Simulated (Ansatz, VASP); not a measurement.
# SiC in VASP and in Ansatz

```
CELL_PARAMETERS angstrom
0.00000 2.17831 2.17831
2.17831 0.00000 2.17831
2.17831 2.17831 0.00000
ATOMIC_POSITIONS crystal
Si 0.00000 0.00000 0.00000
C 0.25000 0.25000 0.25000
```

Alike in both runs: task single point; functional r2SCAN; k mesh 10 × 10 × 10; no spin polarisation.

```csv
,VASP,Ansatz
version,VASP 6.6.1,Ansatz 0.2.0
potentials or method,"VASP PAW PBE potentials, release 64 (Si, C), cutoff 660 eV","scalar-relativistic, plane waves, PAW"
occupations,"gaussian, width 0.01 eV",fixed
valence electrons in the cell,8,8
```

|  | VASP | Ansatz | Ansatz less VASP |
| --- | --- | --- | --- |
| gap on the k mesh at the Fermi level (eV) | 1.73 | 1.71 | -0.015 |
| least direct gap on the mesh (eV) | 5.06 | 5.05 | -0.009 |

VASP's potentials were made for PBE, not for r2SCAN.
